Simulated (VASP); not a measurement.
# Co3Sn2 (P-6m2) in VASP: single point with PBEsol

Aim: the single point of Co3Sn2 with PBEsol.

Everything below comes from runs of VASP 6.6.1. Logs are shortened: lines on timing, memory, paths and dates and some standing lists are left out, and cuts for length are marked.

### 1 The cell of the first run

The structure is hexagonal, space group P-6m2 (No. 187). Conventional cell: a = 4.163 Å, b = 4.163 Å, c = 4.993 Å, α = 90.00°, β = 90.00°, γ = 120.00°. Co (site symmetry 3m) has 5 Co at 2.46 to 2.72 Å and 6 Sn at 2.70 to 2.72 Å within 3.2 Å. Within 3.2 Å of Co (site symmetry -6m2) lie 5 Sn at 2.40 to 2.50 Å and 6 Co at 2.72 Å. Sn (site symmetry -6m2) has 8 Co at 2.50 to 2.70 Å within 3.3 Å. Within 3.2 Å of Sn (site symmetry -6m2) lie 9 Co at 2.40 to 2.72 Å.

### 2 Single point, PBEsol, collinear spin, ferromagnetic start

The input, INCAR:

```
ALGO = Normal ; EDIFF = 1E-6
ENCUT = 520 ; GGA = PS
ISIF = 2 ; ISMEAR = 0
ISPIN = 2 ; LASPH = True
LCHARG = False ; LMAXMIX = 4
LORBIT = 11 ; LREAL = False
LWAVE = False ; MAGMOM = 1.28 1.28 0.61 0 0
NBANDS = 40 ; NELM = 150
PREC = Accurate ; SIGMA = 0.1
```

The input, KPOINTS:

```
k-points
0
Gamma
  12 12 8
```

The input, POSCAR:

```
Co3Sn2
1.0
    4.1631420606      0.0000000000      0.0000000000
   -2.0815710303      3.6053867840      0.0000000000
    0.0000000000      0.0000000000      4.9931273390
Co Sn
3 2
Direct
    0.0000000000      0.0000000000      0.7461013640
    0.0000000000      0.0000000000      0.2538986360
    0.6666666667      0.3333333333      0.0000000000
    0.6666666667      0.3333333333      0.5000000000
    0.3333333333      0.6666666667      0.0000000000
```

Potentials or basis: VASP PAW PBE potentials, release 64 (Co, Sn_d).

Started as:

```sh
$ cat potpaw_PBE.64/Co/POTCAR potpaw_PBE.64/Sn_d/POTCAR > POTCAR
$ mpirun -np 1 vasp_std > vasp.out
```

OUTCAR:

```text
EDIFF = 1E-6
   ENCUT = 520
   GGA = PS
   ISIF = 2
   ISMEAR = 0
   ISPIN = 2
   LASPH = True
   LORBIT = 11
   LREAL = False
   NELM = 150
   PREC = Accurate

 ion  position               nearest neighbor table
   1  0.000  0.000  0.746-   2 2.46   2 2.54   4 2.70   4 2.70   4 2.70   5 2.72   3 2.72   3 2.72
                             5 2.72   3 2.72   5 2.72
   2  0.000  0.000  0.254-   1 2.46   1 2.54   4 2.70   4 2.70   4 2.70   3 2.72   5 2.72   3 2.72
                             5 2.72   3 2.72   5 2.72
   3  0.667  0.333  0.000-   5 2.40   5 2.40   5 2.40   4 2.50   4 2.50   1 2.72   2 2.72   1 2.72
                             2 2.72   1 2.72   2 2.72
   4  0.667  0.333  0.500-   3 2.50   3 2.50   1 2.70   2 2.70   1 2.70   2 2.70   1 2.70   2 2.70
                             5 3.47   5 3.47   5 3.47   5 3.47   5 3.47   5 3.47
   5  0.333  0.667  0.000-   3 2.40   3 2.40   3 2.40   1 2.72   2 2.72   2 2.72   1 2.72   2 2.72
                             1 2.72   4 3.47   4 3.47   4 3.47   4 3.47   4 3.47   4 3.47

  LATTYP: Found a hexagonal cell.
 ALAT       =     4.1631420606
 C/A-ratio  =     1.1993651109

  Lattice vectors:

 A1 = (   4.1631420606,   0.0000000000,   0.0000000000)
 A2 = (  -2.0815710303,   3.6053867840,   0.0000000000)
 A3 = (   0.0000000000,   0.0000000000,   4.9931273390)

Analysis of symmetry for initial positions (statically):
=====================================================================
 Subroutine PRICEL returns:
 Original cell was already a primitive cell.

 Routine SETGRP: Setting up the symmetry group for a
 hexagonal supercell.

 Subroutine GETGRP returns: Found 12 space group operations
 (whereof 12 operations were pure point group operations)
 out of a pool of 24 trial point group operations.

The static configuration has the point symmetry D_3h.

Analysis of symmetry for dynamics (positions and initial velocities):
=====================================================================
 Subroutine PRICEL returns:
 Original cell was already a primitive cell.

 Routine SETGRP: Setting up the symmetry group for a
 hexagonal supercell.

 Subroutine GETGRP returns: Found 12 space group operations
 (whereof 12 operations were pure point group operations)
 out of a pool of 24 trial point group operations.

The dynamic configuration has the point symmetry D_3h.

Analysis of structural, dynamic, and magnetic symmetry:
=====================================================================
 Subroutine PRICEL returns:
 Original cell was already a primitive cell.

 Routine SETGRP: Setting up the symmetry group for a
 hexagonal supercell.

 Subroutine GETGRP returns: Found 12 space group operations
 (whereof 12 operations were pure point group operations)
 out of a pool of 24 trial point group operations.

The overall configuration has the point symmetry D_3h.

 Subroutine INISYM returns: Found 12 space group operations
 (whereof 12 operations are pure point group operations),
 and found     1 'primitive' translations

----------------------------------------------------------------------------------------

                                     Primitive cell

  volume of cell :      74.9455

  direct lattice vectors                    reciprocal lattice vectors
     4.163142061  0.000000000  0.000000000     0.240203189  0.138681376  0.000000000
    -2.081571030  3.605386784  0.000000000     0.000000000  0.277362752  0.000000000
     0.000000000  0.000000000  4.993127339     0.000000000  0.000000000  0.200275285

  length of vectors
     4.163142061  4.163142061  4.993127339     0.277362752  0.277362752  0.200275285

  position of ions in fractional coordinates (direct lattice)
     0.000000000  0.000000000  0.746101364
     0.000000000  0.000000000  0.253898636
     0.666666667  0.333333333  0.000000000
     0.666666667  0.333333333  0.500000000
     0.333333333  0.666666667  0.000000000

  ion indices of the primitive-cell ions
   primitive index   ion index
                 1           1
                 2           2
                 3           3
                 4           4
                 5           5

----------------------------------------------------------------------------------------

 KPOINTS: k-points

Automatic generation of k-mesh.
 Grid dimensions read from file:
 generate k-points for:   12   12    8

 Generating k-lattice:

  Cartesian coordinates                     Fractional coordinates (reciprocal lattice)
     0.020016932  0.011556781  0.000000000     0.083333333  0.000000000  0.000000000
     0.000000000  0.023113563  0.000000000     0.000000000  0.083333333  0.000000000
     0.000000000  0.000000000  0.025034411     0.000000000  0.000000000  0.125000000

  Length of vectors
     0.023113563  0.023113563  0.025034411

  Shift w.r.t. Gamma in fractional coordinates (k-lattice)
     0.000000000  0.000000000  0.000000000

 Subroutine IBZKPT returns following result:
 ===========================================

 Found     95 irreducible k-points:

 Following reciprocal coordinates:
            Coordinates               Weight
  0.000000  0.000000  0.000000      1.000000
  0.083333 -0.000000  0.000000      6.000000
  0.166667  0.000000  0.000000      6.000000
  0.250000  0.000000  0.000000      6.000000
  0.333333  0.000000  0.000000      6.000000
  0.416667  0.000000  0.000000      6.000000
[... 16 lines left out ...]
  0.250000  0.000000  0.125000     12.000000
  0.333333  0.000000  0.125000     12.000000
 [... further k-points ...]
   k-points           NKPTS =     95   k-points in BZ     NKDIM =     95   number of bands    NBANDS=     40
   number of dos      NEDOS =    301   number of ions     NIONS =      5
   total plane-waves  NPLWV =  40960
   dimension x,y,z NGX =    32 NGY =   32 NGZ =   40
   dimension x,y,z NGXF=    64 NGYF=   64 NGZF=   80
   ions per type =               3   2
   NGX,Y,Z   is equivalent  to a cutoff of  12.78, 12.78, 13.32 a.u.
   NGXF,Y,Z  is equivalent  to a cutoff of  25.56, 25.56, 26.64 a.u.
 SYSTEM =  unknown system
   PREC   = accura    normal or accurate (medium, high low for compatibility)
   ISTART =      0    job   : 0-new  1-cont  2-samecut
   ICHARG =      2    charge: 1-file 2-atom 10-const
   ISPIN  =      2    spin polarized calculation?
   LNONCOLLINEAR =      F non collinear calculations
   LSORBIT =      F    spin-orbit coupling
   LASPH  =      T    aspherical Exc in radial PAW
   ENCUT  =  520.0 eV  38.22 Ry    6.18 a.u.   7.74  7.74  9.28*2*pi/ulx,y,z
   NELM   =    150;   NELMIN=  2; NELMDL= -5     # of ELM steps
   EDIFF  = 0.1E-05   stopping-criterion for ELM
   LREAL  =      F    real-space projection
   EDIFFG = 0.1E-04   stopping-criterion for IOM
   NSW    =      0    number of steps for IOM
   IBRION =     -1    ionic relax: 0-MD 1-quasi-New 2-CG
   NFREE  =      0    steps in history (QN), initial steepest desc. (CG)
   ISIF   =      2    stress and relaxation
   ISYM   =      2    0-nonsym 1-usesym 2-fastsym
   POTIM  = 0.5000    time-step for ionic-motion
   TEBEG  =    0.0;   TEEND  =   0.0 temperature during run
   PSTRESS=    0.0 pullay stress
   NELECT =      55.0000    total number of electrons
   NUPDOWN=      -1.0000    fix difference up-down
   EMIN   =  10.00;   EMAX   =-10.00  energy-range for DOS
   EFERMI =   0.00;   METHOD = LEGACY
   ISMEAR =     0;   SIGMA  =   0.10  broadening in eV -4-tet -1-fermi 0-gaus
   EFERMI_NEDOS =   21; number of points for ismear=-14 and -15
   IALGO  =     38    algorithm
   IMIX   =      4    mixing-type and parameters
     AMIX     =   0.40;   BMIX     =  1.00
     AMIX_MAG =   1.60;   BMIX_MAG =  1.00
  volume/ion in A,a.u.               =      14.99       101.15
  Fermi-wavevector in a.u.,A,eV,Ry     =   1.476660  2.790483 29.667837  2.180524
  Thomas-Fermi vector in A             =   2.591159
   LORBIT       =     11    0 simple, 1 ext, 2 COOP (PROOUT), +10 PAW based schemes
   GGA     = PS    functional components
   LHFCALC =     F    Hartree Fock is set to
   AEXX    =    0.0000 exact exchange contribution
   IVDW    =     0    specifies the selected vdW correction
   LEPSILON=     F    determine dielectric tensor
   LRPA    =     F    only Hartree local field effects (RPA)
 spin polarized calculation
 Gauss-broadening in eV      SIGMA  =   0.10
  energy-cutoff  :      520.00
  volume of cell :       74.95
 maximum number of plane-waves:      2036
 NGX is ok and might be reduce to    32
   NGX = 15   NGY = 15   NGZ = 19

 number of electron      54.9999994 magnetization       2.2911290

 Free energy of the ion-electron system (eV)
  ---------------------------------------------------
  ext. energy  EPLUGINS =         0.00000000
  ---------------------------------------------------
  free energy    TOTEN  =       -31.67505524 eV

  energy without entropy =      -31.65016979  energy(sigma->0) =      -31.66261252

 E-fermi :  10.2666     XC(G=0): -12.4477

 val. band max:       10.2537151716   @ k =   0.0833   0.0833   0.3750
 cond. band min:      10.2783200826   @ k =   0.3333   0.1667   0.1250
 fundamental gap:      0.0246049110
 Fermi energy:        10.2665876798

 spin component 1

 k-point     1 :       0.0000    0.0000    0.0000
  band No.  band energies     occupation
      1     -10.8256      1.00000
      2     -10.7782      1.00000
      3     -10.7782      1.00000
      4     -10.7133      1.00000
      5     -10.7133      1.00000
      6     -10.6437      1.00000
[... 31 lines left out ...]
     38      18.7080      0.00000
     39      18.7080      0.00000

 k-point     2 :       0.0833   -0.0000    0.0000
  band No.  band energies     occupation
      1     -10.8246      1.00000
      2     -10.7790      1.00000
      3     -10.7776      1.00000
      4     -10.7158      1.00000
      5     -10.7125      1.00000
      6     -10.6421      1.00000
[... 913 lines left out ...]
     38      18.7285      0.00000
     39      18.8988      0.00000

 k-point    24 :       0.3333    0.0000    0.1250
  band No.  band energies     occupation
      1     -10.8128      1.00000
      2     -10.7844      1.00000
      3     -10.7760      1.00000
      4     -10.7364      1.00000
      5     -10.7050      1.00000
      6     -10.6263      1.00000
[... 31 lines left out ...]
     38      19.2601      0.00000
     39      19.3634      0.00000

 [... further k-points ...]

 spin component 2

 k-point     1 :       0.0000    0.0000    0.0000
  band No.  band energies     occupation
      1     -10.8349      1.00000
      2     -10.7881      1.00000
      3     -10.7881      1.00000
      4     -10.7228      1.00000
      5     -10.7228      1.00000
      6     -10.6532      1.00000
[... 31 lines left out ...]
     38      18.8180      0.00000
     39      18.8180      0.00000

 k-point     2 :       0.0833   -0.0000    0.0000
  band No.  band energies     occupation
      1     -10.8338      1.00000
      2     -10.7890      1.00000
      3     -10.7876      1.00000
      4     -10.7253      1.00000
      5     -10.7220      1.00000
      6     -10.6516      1.00000
[... 913 lines left out ...]
     38      18.8330      0.00000
     39      19.0013      0.00000

 k-point    24 :       0.3333    0.0000    0.1250
  band No.  band energies     occupation
      1     -10.8220      1.00000
      2     -10.7944      1.00000
      3     -10.7860      1.00000
      4     -10.7459      1.00000
      5     -10.7144      1.00000
      6     -10.6358      1.00000
[... 31 lines left out ...]
     38      19.3300      0.00000
     39      19.5018      0.00000

 [... further k-points ...]

 [bands above 39 left out]

------------------------ aborting loop because EDIFF is reached ----------------------------------------

  FORCE on cell =-STRESS in cart. coord.  units (eV):
  Direction    XX          YY          ZZ          XY          YZ          ZX
  --------------------------------------------------------------------------------------
  -------------------------------------------------------------------------------------
  Total       -0.0737117     -0.0737117     -0.0399861      0.0000000     -0.0000000      0.0000000
  in kB       -1.5758013     -1.5758013     -0.8548182      0.0000000     -0.0000000      0.0000000
  external PRESSURE =      -1.3354736 kB  Pullay stress =       0.0000000 kB

 VOLUME and BASIS-vectors are now :
 -----------------------------------------------------------------------------
  energy-cutoff  :      520.00
  volume of cell :       74.95
      direct lattice vectors                 reciprocal lattice vectors
     4.163142061  0.000000000  0.000000000     0.240203189  0.138681376  0.000000000
    -2.081571030  3.605386784  0.000000000     0.000000000  0.277362752  0.000000000
     0.000000000  0.000000000  4.993127339     0.000000000  0.000000000  0.200275285

 POSITION                                       TOTAL-FORCE (eV/Angst)
 -----------------------------------------------------------------------------------
      0.00000      0.00000      3.72538        -0.000000      0.000000     -0.002894
      0.00000      0.00000      1.26775        -0.000000      0.000000      0.002894
      2.08157      1.20180      0.00000        -0.000000      0.000000      0.000000
      2.08157      1.20180      2.49656         0.000000     -0.000000      0.000000
     -0.00000      2.40359      0.00000        -0.000000      0.000000      0.000000
 -----------------------------------------------------------------------------------
    total drift:                               -0.000004      0.000002     -0.000000

  FREE ENERGIE OF THE ION-ELECTRON SYSTEM (eV)
  ---------------------------------------------------
  free  energy   TOTEN  =       -31.6750552447 eV

  energy  without entropy=      -31.6501697915  energy(sigma->0) =      -31.66261252

 total charge

# of ion       s       p       d       tot
------------------------------------------
    1        0.402   0.438   7.365   8.205
    2        0.402   0.438   7.365   8.205
    3        0.442   0.541   7.558   8.542
    4        1.105   1.259  10.074  12.438
    5        1.131   1.338  10.110  12.578
--------------------------------------------------
tot          3.482   4.015  42.472  49.968

 magnetization (x)

# of ion       s       p       d       tot
------------------------------------------
    1        0.004  -0.004   1.003   1.004
    2        0.004  -0.004   1.003   1.004
    3       -0.001  -0.013   0.441   0.428
    4       -0.004  -0.037  -0.009  -0.050
    5       -0.004  -0.038  -0.005  -0.047
--------------------------------------------------
tot         -0.000  -0.096   2.434   2.338
```

Run time: 7.9 min. Hardware: 1 thread of Oxide Virtual Turin-like, shared host; peak memory 0.48 GiB.

Results:

```
Free energy                                           : -31.6751 eV
Pressure                                              : -0.1 GPa
Net moment                                            : 2.29 μB per cell
Site moments                                          : Co +1.00, +0.43 (each value once); Sn -0.05 μB
Valence electrons inside the program's atomic spheres : Co 8.21, 8.54 (each value once); Sn 12.44, 12.58
```

Forces on the atoms (eV/Å):
```
Co   0.000  0.000 -0.003
Co   0.000  0.000  0.003
Co   0.000  0.000  0.000
Sn   0.000  0.000  0.000
Sn   0.000  0.000  0.000
```

Caveat: the PAW data sets were made with another functional, which shifts forces and pressure a little; spin-orbit coupling is left out, which moves the levels of the heavy elements.
